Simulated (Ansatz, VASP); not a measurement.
One calculation of WSe2, two programs

```
CELL_PARAMETERS angstrom
-3.27899 0.00000 0.00000
-1.63949 -2.83968 0.00000
-1.09300 -0.94656 14.01124
ATOMIC_POSITIONS crystal
W 0.87500 0.75000 0.75000
W 0.95833 0.91667 0.25000
Se 0.18829 0.04324 0.87028
Se 0.27162 0.20991 0.37028
Se 0.31171 0.29009 0.12972
Se 0.22838 0.12343 0.62972
```

Alike in both runs: task single point; functional PBE; dispersion D3(BJ); k mesh 9 × 9 × 2; occupations gaussian, width 0.05 eV; no spin polarisation.

```csv
,VASP,Ansatz
version,VASP 6.6.1,Ansatz 0.2.0
potentials or method,"VASP PAW PBE potentials, release 64 (W_sv, Se), cutoff 520 eV","scalar-relativistic, plane waves, PAW"
valence electrons in the cell,52,92
```

|  | VASP | Ansatz | Ansatz less VASP |
| --- | --- | --- | --- |
| gap on the k mesh at the Fermi level (eV) | 1.37 | 1.37 | +0.004 |
| least direct gap on the mesh (eV) | 1.65 | 1.66 | +0.004 |
| pressure (GPa) | 0.1 | -0.2 | -0.30 |
| traceless stress, the component that is largest in VASP (GPa) | -0.39 | -0.48 | -0.082 |
| rms of the force components (eV/Å) | 0.054 | 0.036 | -0.0178 |

Atom by atom the forces differ by 0.023 eV/Å (rms over components). VASP's potentials hold 52 valence electrons a cell and Ansatz's 92, so a difference there can come from the potentials and not from the codes.

Neither program's run includes spin-orbit coupling.
